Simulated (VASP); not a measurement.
Set up this calculation in VASP 6.6.1, as the native input.

- Task: relaxation of cell and atoms
- Functional: PBEsol
- Dispersion: D3(BJ)
- Potentials or basis: VASP PAW PBE potentials, release 64 (Cu)
- Cutoff: 600 eV
- k mesh: 10 × 10 × 3
- Occupations: methfessel-paxton, width 0.15 eV
- Spin: no spin polarisation
- Dipole correction: no
- Further INCAR settings: ALGO = Normal; EDIFF = 1e-06; IBRION = 2; EDIFFG = -0.01; NSW = 80; ISIF = 3

The structure of Cu lies in POSCAR:

```
Cu
1.0
    2.5307640000      0.0000000000      0.0000000000
   -1.2653820000      2.1917060000      0.0000000000
    0.0000000000      0.0000000000      8.2618150000
Cu
4
Direct
    0.0000000000      0.0000000000      0.0000000000
    0.3333333333      0.6666666667      0.2500000000
    0.0000000000      0.0000000000      0.5000000000
    0.6666666667      0.3333333333      0.7500000000
```

These files were run (other wordings do the same):

INCAR

```
SYSTEM = Cu
ALGO = Normal
EDIFF = 1E-6
EDIFFG = -0.01
ENCUT = 600
GGA = PS
IBRION = 2
ISIF = 3
ISMEAR = 1
IVDW = 12
LASPH = .True.
LCHARG = .False.
LREAL = .False.
LWAVE = .False.
NELM = 60
NSW = 80
PREC = Accurate
SIGMA = 0.15
```

KPOINTS

```
k-points
0
Gamma
  10 10 3
  0 0 0
```

Potentials or basis: VASP PAW PBE potentials, release 64 (Cu).

Run with:

```sh
$ cat potpaw_PBE.64/Cu/POTCAR > POTCAR
$ mpirun -np 1 vasp_std > vasp.out
```

It gave:

```
Relaxed volume                         : 10.88 Å³/atom
Relaxed cell                           : a = 2.492 Å, b = 2.492 Å, c = 8.087 Å, α = 90.00°, β = 90.00°, γ = 120.00°
Space group after relaxing (to 0.05 Å) : P6_3/mmc (No. 194)
Energy gained by relaxing              : 16.8 meV/atom
Ionic steps                            : 9
Pressure after relaxing                : 0.1 GPa
Band gap on the k mesh                 : zero (band 22 reaches 11.61 eV, above the bottom of band 23 at 6.66 eV)
Dispersion energy per atom             : -0.570 eV
```

Caveat: the PAW data sets were made with another functional, which shifts forces and pressure a little; pairwise dispersion overbinds metals, which lowers pressure and volume.

Run time: 93 s on 1 thread of Intel(R) Xeon(R) 6975P-C (Granite Rapids), with other jobs on the host, peak memory 0.2 GiB.
